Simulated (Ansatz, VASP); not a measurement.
# As: VASP beside Ansatz

```
As
1.0
    -1.67531    1.67531    1.67531
     1.67531   -1.67531    1.67531
     1.67531    1.67531   -1.67531
As
1
Direct
  0.00000 0.00000 0.00000
```

Alike in both runs: task single point; functional r2SCAN; k mesh 15 × 15 × 15; occupations fermi-dirac, width 0.1 eV; no spin polarisation.

|  | VASP | Ansatz |
| --- | --- | --- |
| version | VASP 6.6.1 | Ansatz 0.2.0 |
| potentials or method | VASP PAW PBE potentials, release 64 (As), cutoff 550 eV | plane waves (500 eV) with PAW, scalar-relativistic |
| valence electrons in the cell | 5 | 15 |

|  | VASP | Ansatz | Ansatz less VASP |
| --- | --- | --- | --- |
| pressure (GPa) | -0.3 | -0.2 | +0.09 |

VASP's potentials were made for PBE, not for r2SCAN. VASP's potentials hold 5 valence electrons a cell and Ansatz's 15, so a difference there can come from the potentials and not from the codes.
